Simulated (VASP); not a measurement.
Crystal: NaGeI3.

```
Na Ge I
1.0
     5.77149    0.00000    0.00000
     0.00000    5.88928    0.00000
     0.00000    0.00000    5.88928
Na Ge I
1 1 3
Direct
  0.00000 0.00000 0.00000
  0.50000 0.50000 0.50000
  0.50000 0.50000 0.00000
  0.50000 0.00000 0.50000
  0.00000 0.50000 0.50000
```

This cell differs from its parent crystal: uniaxial x strain -2.0%.

Base run:

```yaml
Program: VASP 6.6.1
Functional: PBE
Potentials_or_basis: VASP PAW PBE potentials, release 64 (Na_pv, Ge_d, I)
Cutoff: 520 eV
k_mesh: 4 × 4 × 4
Occupations: fermi-dirac, width 0.02 eV
Spin: no spin polarisation
```

Its results: band gap on the k mesh 0.27 eV; pressure 0.8 GPa.

The run is repeated on the same cell with these changes: functional from PBE to r2SCAN; occupations from fermi-dirac, width 0.02 eV to gaussian, width 0.01 eV. What comes out?

Band gap on the k mesh 0.32 eV; pressure 0.4 GPa.

Caveats: spin-orbit coupling is left out, which moves the levels of the heavy elements; the PAW data sets were made with another functional, which shifts forces and pressure a little (at least some runs).

A k mesh can miss the band edges.
